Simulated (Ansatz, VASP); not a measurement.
**TaN in VASP and in Ansatz**

```
Ta N
1.0
     3.08378    0.00000    0.00000
    -1.54189    2.67063    0.00000
     0.00000    0.00000    5.02368
Ta N
2 2
Cartesian
  0.0000 1.7804 -0.0044
  1.5419 0.8902 2.5075
  0.0000 1.7804 1.8882
  1.5419 0.8902 4.4001
```

Alike in both runs: task relaxation of cell and atoms; functional PBE; k mesh 6 × 6 × 4; occupations gaussian, width 0.1 eV; no spin polarisation.

|  | VASP | Ansatz |
| --- | --- | --- |
| version | VASP 6.6.1 | Ansatz 0.2.0 |
| potentials or method | VASP PAW PBE potentials, release 64 (Ta_pv, N), cutoff 600 eV | scalar-relativistic, plane waves, PAW |
| valence electrons in the cell | 32 | 36 |

Ansatz gave:

```
gap on the k mesh at the Fermi level, each at its own relaxed structure (eV) : none
relaxed volume (Å³/atom)                                                     : 13.12
relaxed cell length with the largest relative difference (Å)                 : 3.150
```

Problem. Which values does VASP return?

Solution. gap on the k mesh at the Fermi level, each at its own relaxed structure (eV): none; relaxed volume (Å³/atom): 13.14; relaxed cell length with the largest relative difference (Å): 3.154.

A gap of «none» marks a metal or a gap that the smearing closes. VASP's potentials hold 32 valence electrons a cell and Ansatz's 36, so a difference there can come from the potentials and not from the codes.

The k mesh is coarse, so the values compare programs but aren't converged. Neither program's run includes spin-orbit coupling. Noted on VASP's run: the volume moved by over 15 % at a fixed basis, so the end points are rough.
